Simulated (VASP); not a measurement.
Runs of VASP 6.6.1 on Ir. The structure is that of space group I4/mmm (No. 139), or close to it. The cells are those of the table. 

```tsv
cell	gap on the mesh (eV)	pressure (GPa)
a = 2.715, b = 2.715, c = 2.572 Å, angles 61.7, 61.7, 56.5°, 1 atom	none	40.1
a = 2.610, b = 2.610, c = 2.802 Å, angles 57.5, 57.5, 65.0°, 1 atom	none	42.2
a = 2.641, b = 2.641, c = 2.708 Å, angles 59.2, 59.2, 61.7°, 1 atom	none	37.7
a = 2.747, b = 2.747, c = 2.528 Å, angles 62.6, 62.6, 54.8°, 1 atom	none	44.1
a = 2.623, b = 2.623, c = 2.755 Å, angles 58.3, 58.3, 63.3°, 1 atom	none	(a)
a = 2.595, b = 2.595, c = 3.106 Å, angles 53.2, 53.2, 73.5°, 1 atom	none	(b)
a = 2.592, b = 2.592, c = 2.900 Å, angles 56.0, 56.0, 68.0°, 1 atom	none	48.3
```

Alike in all rows: task single point; level PBE; potentials or basis VASP PAW PBE potentials, release 64 (Ir); no spin polarisation; k mesh 22 × 22 × 22; cutoff (eV) 520; smearing gaussian 0.15 eV.

Q: Fill in the values left out.

A: (a) 39.3; (b) 48.7.

Caveats: spin-orbit coupling is left out, which moves the levels of the heavy elements; the stress differs along the axes, from 9 to 56 GPa (at least some runs); the stress differs along the axes, from 24 to 78 GPa (at least some runs); the stress differs along the axes, from 30 to 52 GPa (at least some runs); the stress differs along the axes, from -1 to 67 GPa (at least some runs); the stress differs along the axes, from 26 to 66 GPa (at least some runs); the stress differs along the axes, from 23 to 62 GPa (at least some runs).

A k mesh can miss the band edges, and the runs leave out spin-orbit coupling on Ir.

A gap of «none» marks levels without a gap at the run's occupations.
